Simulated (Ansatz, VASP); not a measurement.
## Two plane-wave programs on FeO

The input INCAR:

```
PREC = Accurate
ENCUT = 520
EDIFF = 1E-6
ISMEAR = 0
SIGMA = 0.1
LREAL = False
LASPH = True
NELM = 150
ALGO = Normal
ISIF = 2
LWAVE = False
LCHARG = False
ISPIN = 2
MAGMOM = 3 0
LORBIT = 11
LMAXMIX = 4
GGA = RP
NBANDS = 18
```

KPOINTS

```
regular mesh
0
Gamma
  11 11 11
```

POSCAR

```
FeO
1.0
    1.5188209023      0.8768916568      2.5195772846
   -1.5188209023      0.8768916568      2.5195772846
    0.0000000000     -1.7537833136      2.5195772846
Fe O
1 1
Direct
    0.0000000000      0.0000000000      0.0000000000
    0.5000000000      0.5000000000      0.5000000000
```

input.yaml

```yaml
crystal:
  lattice:
    - [1.5188209023, 0.8768916568, 2.5195772846]
    - [-1.5188209023, 0.8768916568, 2.5195772846]
    - [0.0, -1.7537833136, 2.5195772846]
  atoms:
    - { symbol: Fe, position: [0.0, 0.0, 0.0], spin: 3.0 }
    - { symbol: O, position: [0.5, 0.5, 0.5] }
hamiltonian:
  xc: rpbe
  pseudopotentials: { kind: paw }
magnetization:
  spin_polarized: true
kpoints:
  mp_grid: { grid: [11, 11, 11] }
scf:
  occupations: { method: gaussian, width: 0.1 }
output:
  forces: true
  stress: true
  eigenvalues: true
  write_density: true
  write_potential: true
  elf: true
  volumetric_format: npy
```

Alike in both runs: task single point; functional RPBE; k mesh 11 × 11 × 11; occupations gaussian, width 0.1 eV; collinear spin.

|  | VASP | Ansatz |
| --- | --- | --- |
| version | VASP 6.6.1 | Ansatz 0.2.0 |
| potentials or method | VASP PAW PBE potentials, release 64 (Fe, O) | Ansatz PAW |
| plane-wave cutoff (eV) | 520 | 420 |
| valence electrons in the cell | 14 | 22 |

Ansatz gave:

| Property | Result |
| --- | --- |
| gap on the k mesh at the Fermi level (eV) | none |
| pressure (GPa) | 4.3 |
| traceless stress, the component that is largest in VASP (GPa) | -0.58 |
| net moment per atom (μB) | 2.00 |
| size of the moment on the site where the two differ most (μB) | 3.46 |

**Question.** Estimate VASP's values.

**Answer.** gap on the k mesh at the Fermi level (eV): none; pressure (GPa): 4.3; traceless stress, the component that is largest in VASP (GPa): -0.62; net moment per atom (μB): 2.00; size of the moment on the site where the two differ most (μB): 3.63.

VASP's potentials were made for PBE, not for RPBE. Site moments also hang on the region over which each program counts them. A gap of «none» marks a metal or a gap that the smearing closes. VASP's potentials hold 14 valence electrons a cell and Ansatz's 22, so a difference there can come from the potentials and not from the codes.
